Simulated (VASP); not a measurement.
Input of a VASP 6.6.1 run:

POSCAR

```
CaSe
1.0
    0.0000000000      3.2795613675      3.2795613675
    3.2795613675      0.0000000000      3.2795613675
    3.2795613675      3.2795613675      0.0000000000
Ca Se
1 1
Direct
    0.0000000000      0.0000000000      0.0000000000
    0.2500000000      0.2500000000      0.2500000000
```

File INCAR.step1:

```
PREC     = Accurate       # precision mode
ENCUT    = 520            # plane-wave cutoff, eV
ISMEAR   = 0              # smearing method
SIGMA    = 0.01           # smearing width, eV
LREAL    = F              # projectors in reciprocal space
LASPH    = T              # aspherical terms in the spheres
NELM     = 60             # most SCF steps
NBANDS   = 15             # bands
ISYM     = 0            
GGA      = PE             # functional
ALGO     = Normal         # electronic algorithm
EDIFF    = 1E-4           # SCF threshold, eV
LWAVE    = T              # write WAVECAR
LCHARG   = F              # write CHGCAR
```

The input INCAR.step2:

```
PREC     = Accurate       # precision mode
ENCUT    = 520            # plane-wave cutoff, eV
EDIFF    = 1E-6           # SCF threshold, eV
ISMEAR   = 0              # smearing method
SIGMA    = 0.01           # smearing width, eV
LREAL    = F              # projectors in reciprocal space
LASPH    = T              # aspherical terms in the spheres
NELM     = 60             # most SCF steps
ALGO     = Normal         # electronic algorithm
ISIF     = 2              # what is computed and relaxed
LWAVE    = F              # write WAVECAR
LCHARG   = T              # write CHGCAR
METAGGA  = R2SCAN         # meta-GGA
LMIXTAU  = T            
LELF     = T              # ELF
LVHAR    = T            
NBANDS   = 15             # bands
ISYM     = 0            
ISTART   = 1
```

The input KPOINTS:

```
Automatic mesh
0
Gamma
  4 4 4
  0 0 0.5
```

Potentials or basis: VASP PAW PBE potentials, release 64 (Ca_sv, Se).

Launch:

```bash
$ cat potpaw_PBE.64/Ca_sv/POTCAR potpaw_PBE.64/Se/POTCAR > POTCAR
$ cp INCAR.step1 INCAR
$ mpirun -np 1 vasp_std > vasp.out
$ cp INCAR.step2 INCAR
$ mpirun -np 1 vasp_std > vasp.out
```

What does it give for the band gap on the k mesh?

4.05 eV (least direct gap 4.09 eV).

What does it give for the pressure?

0.2 GPa.

Caveat: the PAW data sets were made with another functional, which shifts forces and pressure a little; a shifted mesh leaves out Γ, where band edges can lie. A k mesh can miss the band edges.
